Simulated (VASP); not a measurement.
# Fe (Im-3m) in VASP: single point with PBE

Aim: the single point of Fe with PBE.

Everything below comes from runs of VASP 6.6.1. Logs are shortened: lines on timing, memory, paths and dates and some standing lists are left out, and cuts for length are marked.

## 1. The cell of the first run

Symmetry: Im-3m, No. 229, cubic system. The conventional cell has a = 2.870 Å, b = 2.870 Å, c = 2.870 Å, α = 90.00°, β = 90.00°, γ = 90.00°. Fe (site symmetry m-3m) has 14 Fe at 2.49 to 2.87 Å within 3.3 Å.

## 2. Single point, PBE, collinear spin, ferromagnetic start

The input, INCAR:

```
PREC = Accurate ; ENCUT = 520
EDIFF = 1E-7 ; ISMEAR = 0
SIGMA = 0.05 ; LREAL = F
LASPH = T ; NELM = 150
ALGO = Fast ; ISIF = 2
LWAVE = F ; LCHARG = F
ISPIN = 2 ; MAGMOM = 2.5
LORBIT = 11 ; LMAXMIX = 4
GGA = PE ; NBANDS = 14
```

The input, KPOINTS:

```
Automatic mesh
0
Gamma
  10 10 10
```

The input, POSCAR:

```
Fe
1.0
   -1.4350000000      1.4350000000      1.4350000000
    1.4350000000     -1.4350000000      1.4350000000
    1.4350000000      1.4350000000     -1.4350000000
Fe
1
Direct
    0.0000000000      0.0000000000      0.0000000000
```

Potentials or basis: VASP PAW PBE potentials, release 64 (Fe).

Run with:

```bash
$ cat potpaw_PBE.64/Fe/POTCAR > POTCAR
$ mpirun -np 1 vasp_std > vasp.out
```

OUTCAR:

```text
PREC = Accurate
   ENCUT = 520
   EDIFF = 1E-7
   ISMEAR = 0
   LREAL = F
   LASPH = T
   NELM = 150
   ISIF = 2
   ISPIN = 2
   LORBIT = 11
   GGA = PE

 ion  position               nearest neighbor table
   1  0.000  0.000  0.000-

  LATTYP: Found a body centered cubic cell.
 ALAT       =     2.8700000000

  Lattice vectors:

 A1 = (  -1.4350000000,   1.4350000000,   1.4350000000)
 A2 = (   1.4350000000,  -1.4350000000,   1.4350000000)
 A3 = (   1.4350000000,   1.4350000000,  -1.4350000000)

Analysis of symmetry for initial positions (statically):
=====================================================================
 Subroutine PRICEL returns:
 Original cell was already a primitive cell.

 Routine SETGRP: Setting up the symmetry group for a
 body centered cubic supercell.

 Subroutine GETGRP returns: Found 48 space group operations
 (whereof 48 operations were pure point group operations)
 out of a pool of 48 trial point group operations.

The static configuration has the point symmetry O_h .

Analysis of symmetry for dynamics (positions and initial velocities):
=====================================================================
 Subroutine PRICEL returns:
 Original cell was already a primitive cell.

 Routine SETGRP: Setting up the symmetry group for a
 body centered cubic supercell.

 Subroutine GETGRP returns: Found 48 space group operations
 (whereof 48 operations were pure point group operations)
 out of a pool of 48 trial point group operations.

The dynamic configuration has the point symmetry O_h .

Analysis of structural, dynamic, and magnetic symmetry:
=====================================================================
 Subroutine PRICEL returns:
 Original cell was already a primitive cell.

 Routine SETGRP: Setting up the symmetry group for a
 body centered cubic supercell.

 Subroutine GETGRP returns: Found 48 space group operations
 (whereof 48 operations were pure point group operations)
 out of a pool of 48 trial point group operations.

The overall configuration has the point symmetry O_h .

 Subroutine INISYM returns: Found 48 space group operations
 (whereof 48 operations are pure point group operations),
 and found     1 'primitive' translations

----------------------------------------------------------------------------------------

                                     Primitive cell

  volume of cell :      11.8200

  direct lattice vectors                    reciprocal lattice vectors
[... 124 lines left out ...]
 number of electron       7.9999996 magnetization       2.1448424

 Free energy of the ion-electron system (eV)
  ---------------------------------------------------
  ext. energy  EPLUGINS =         0.00000000
  ---------------------------------------------------
  free energy    TOTEN  =        -8.23368145 eV

  energy without entropy =       -8.23176815  energy(sigma->0) =       -8.23272480

 E-fermi :   5.3701     XC(G=0): -12.8976

 val. band max:        5.3657693024   @ k =  -0.4000   0.5000   0.2000
 cond. band min:       5.3794701000   @ k =  -0.4000   0.5000   0.3000
 fundamental gap:      0.0137007976
 Fermi energy:         5.3701255979

 spin component 1

 k-point     1 :       0.0000    0.0000    0.0000
  band No.  band energies     occupation
      1      -2.7531      1.00000
      2       3.2034      1.00000
      3       3.2034      1.00000
      4       3.2034      1.00000
      5       4.3129      1.00000
      6       4.3129      1.00000
      7      30.0856      0.00000
      8      30.0856      0.00000
      9      30.0856      0.00000
     10      34.9062      0.00000
     11      34.9062      0.00000
     12      37.0513      0.00000
     13      37.1777      0.00000
     14      37.1794      0.00000
[... 379 lines left out ...]
      3       2.9522      1.00000
      4       4.0384      1.00000
      5       4.7083      1.00000
      6       4.8230      1.00000
      7      18.8181      0.00000
      8      24.6799      0.00000
      9      24.9394      0.00000
     10      31.2372      0.00000
     11      31.8046      0.00000
     12      34.5115      0.00000
     13      43.6729      0.00000
     14      43.7499      0.00000

 [... further k-points ...]

 spin component 2

 k-point     1 :       0.0000    0.0000    0.0000
  band No.  band energies     occupation
      1      -2.6434      1.00000
      2       5.0719      1.00000
      3       5.0720      1.00000
      4       5.0720      1.00000
      5       7.0565      0.00000
      6       7.0566      0.00000
      7      29.7665      0.00000
      8      29.7665      0.00000
      9      29.7665      0.00000
     10      35.0469      0.00000
     11      35.0469      0.00000
     12      38.2761      0.00000
     13      38.2773      0.00000
     14      38.2774      0.00000
[... 379 lines left out ...]
      3       4.6918      1.00000
      4       6.3327      0.00000
      5       6.7348      0.00000
      6       7.4678      0.00000
      7      19.5158      0.00000
      8      24.8765      0.00000
      9      25.4737      0.00000
     10      31.6090      0.00000
     11      32.1879      0.00000
     12      34.8508      0.00000
     13      43.8901      0.00000
     14      44.0243      0.00000

 [... further k-points ...]

------------------------ aborting loop because EDIFF is reached ----------------------------------------

  FORCE on cell =-STRESS in cart. coord.  units (eV):
  Direction    XX          YY          ZZ          XY          YZ          ZX
  --------------------------------------------------------------------------------------
  -------------------------------------------------------------------------------------
  Total       -0.6575247     -0.6575247     -0.6575247      0.0000000     -0.0000000     -0.0000000
  in kB      -89.1265213    -89.1265213    -89.1265213      0.0000000     -0.0000000     -0.0000000
  external PRESSURE =     -89.1265213 kB  Pullay stress =       0.0000000 kB

 VOLUME and BASIS-vectors are now :
 -----------------------------------------------------------------------------
  energy-cutoff  :      520.00
  volume of cell :       11.82
      direct lattice vectors                 reciprocal lattice vectors
    -1.435000000  1.435000000  1.435000000     0.000000000  0.348432056  0.348432056
     1.435000000 -1.435000000  1.435000000     0.348432056  0.000000000  0.348432056
     1.435000000  1.435000000 -1.435000000     0.348432056  0.348432056  0.000000000

 POSITION                                       TOTAL-FORCE (eV/Angst)
 -----------------------------------------------------------------------------------
      0.00000      0.00000      0.00000         0.000000      0.000000      0.000000
 -----------------------------------------------------------------------------------
    total drift:                                0.000000      0.000000      0.000000

  FREE ENERGIE OF THE ION-ELECTRON SYSTEM (eV)
  ---------------------------------------------------
  free  energy   TOTEN  =        -8.2336814510 eV

  energy  without entropy=       -8.2317681544  energy(sigma->0) =       -8.23272480

 total charge

# of ion       s       p       d       tot
------------------------------------------
    1        0.468   0.510   6.209   7.187

 magnetization (x)

# of ion       s       p       d       tot
------------------------------------------
    1       -0.016  -0.065   2.238   2.157
```

OSZICAR:

```text
N       E                     dE             d eps       ncg     rms          rms(c)
DAV:   1     0.199480910132E+02    0.19948E+02   -0.39039E+03  2914   0.696E+02
DAV:   2    -0.834685566358E+01   -0.28295E+02   -0.25858E+02  2830   0.123E+02
DAV:   3    -0.924435999788E+01   -0.89750E+00   -0.89213E+00  3168   0.228E+01
DAV:   4    -0.924728002665E+01   -0.29200E-02   -0.29199E-02  3040   0.117E+00
DAV:   5    -0.924729344268E+01   -0.13416E-04   -0.13416E-04  3184   0.817E-02    0.109E+01
RMM:   6    -0.832060614759E+01    0.92669E+00   -0.16604E+00  3294   0.139E+01    0.668E+00
RMM:   7    -0.825283492384E+01    0.67771E-01   -0.75750E-02  3318   0.302E+00    0.388E+00
RMM:   8    -0.824162339395E+01    0.11212E-01   -0.88223E-03  3266   0.701E-01    0.124E+00
RMM:   9    -0.823412501998E+01    0.74984E-02   -0.17000E-03  3216   0.294E-01    0.314E-01
RMM:  10    -0.823363707622E+01    0.48794E-03   -0.47631E-04  3227   0.212E-01    0.705E-02
RMM:  11    -0.823367717084E+01   -0.40095E-04   -0.82901E-05  3430   0.712E-02    0.463E-02
RMM:  12    -0.823367953275E+01   -0.23619E-05   -0.12676E-05  3431   0.250E-02    0.248E-02
RMM:  13    -0.823368021482E+01   -0.68208E-06   -0.31578E-06  3497   0.139E-02    0.187E-02
RMM:  14    -0.823368144627E+01   -0.12314E-05   -0.54252E-07  3390   0.582E-03    0.252E-03
RMM:  15    -0.823368145101E+01   -0.47417E-08   -0.12708E-07  2664   0.213E-03
   1 F= -.82336815E+01 E0= -.82327248E+01  d E =-.191330E-02  mag=     2.1449
```

stdout:

```text
POSCAR found type information on POSCAR Fe
 POSCAR found :  1 types and       1 ions
 scaLAPACK will be used
 LDA part: xc-table for (Slater+PW92), standard interpolation
 POSCAR, INCAR and KPOINTS ok, starting setup
 FFT: planning ... GRIDC
 FFT: planning ... GRID_SOFT
 FFT: planning ... GRID
 WAVECAR not read
 entering main loop
WARNING in EDDRMM: call to ZHEGV failed, returncode =   6  3     14
WARNING in EDDRMM: call to ZHEGV failed, returncode =   6  3     14
WARNING in EDDRMM: call to ZHEGV failed, returncode =   8  4     13
WARNING in EDDRMM: call to ZHEGV failed, returncode =   8  4     13
```

Run time: 10 s. Hardware: 1 thread of Intel Xeon Platinum 8488C (Sapphire Rapids), shared host; peak memory 0.13 GiB.

What came out:

```yaml
Free_energy: -8.2337 eV
Pressure: -8.9 GPa
Net_moment: 2.14 μB per cell
Site_moments: Fe +2.16 μB
Valence_electrons_inside_the_program's_atomic_spheres: Fe 7.19
```
